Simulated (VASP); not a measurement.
Input of a VASP 6.6.1 run:

INCAR

```
PREC     = Accurate       # precision mode
ENCUT    = 520            # plane-wave cutoff, eV
EDIFF    = 1E-6           # SCF threshold, eV
ISMEAR   = 0              # smearing method
SIGMA    = 0.1            # smearing width, eV
LREAL    = False          # projectors in reciprocal space
LASPH    = True           # aspherical terms in the spheres
NELM     = 80             # most SCF steps
ALGO     = Fast           # electronic algorithm
ISIF     = 2              # what is computed and relaxed
LWAVE    = False          # write WAVECAR
LCHARG   = False          # write CHGCAR
GGA      = PS             # functional
NBANDS   = 57             # bands
```

KPOINTS

```
Automatic mesh
0
Gamma
  8 8 8
```

File POSCAR:

```
Cu8O
1.0
    3.0608156314     -3.0779766365      0.0000000000
    3.0608156314      3.0779766365      0.0000000000
    0.0000000000      0.0000000000      5.3999165316
Cu O
8 1
Direct
    0.7889028383      0.7889028383      0.5000000000
    0.2110971617      0.2110971617      0.5000000000
    0.8118603064      0.8118603064      0.0000000000
    0.1881396936      0.1881396936      0.0000000000
    0.2770175406      0.7229824594      0.2733591502
    0.2770175406      0.7229824594      0.7266408498
    0.7229824594      0.2770175406      0.7266408498
    0.7229824594      0.2770175406      0.2733591502
    0.5000000000      0.5000000000      0.0000000000
```

Potentials or basis: VASP PAW PBE potentials, release 64 (Cu, O).

Launch:

```sh
$ cat potpaw_PBE.64/Cu/POTCAR potpaw_PBE.64/O/POTCAR > POTCAR
$ mpirun -np 1 vasp_std > vasp.out
```

Problem. What does it give for the band gap on the k mesh?

Solution. Zero (bands 47 and 48 overlap by 2.74 eV).

Problem. Estimate the largest force.

Solution. 0.039 eV/Å.

Problem. Estimate the pressure.

Solution. 0.5 GPa.

Stress tensor (GPa, compression positive):
```
0.66 0.00 0.00
0.00 0.47 0.00
0.00 0.00 0.51
```

Caveat: the PAW data sets were made with another functional, which shifts forces and pressure a little. With open d or f shells a metallic result of PBEsol can be an artefact of self-interaction; +U or a hybrid may open a gap.
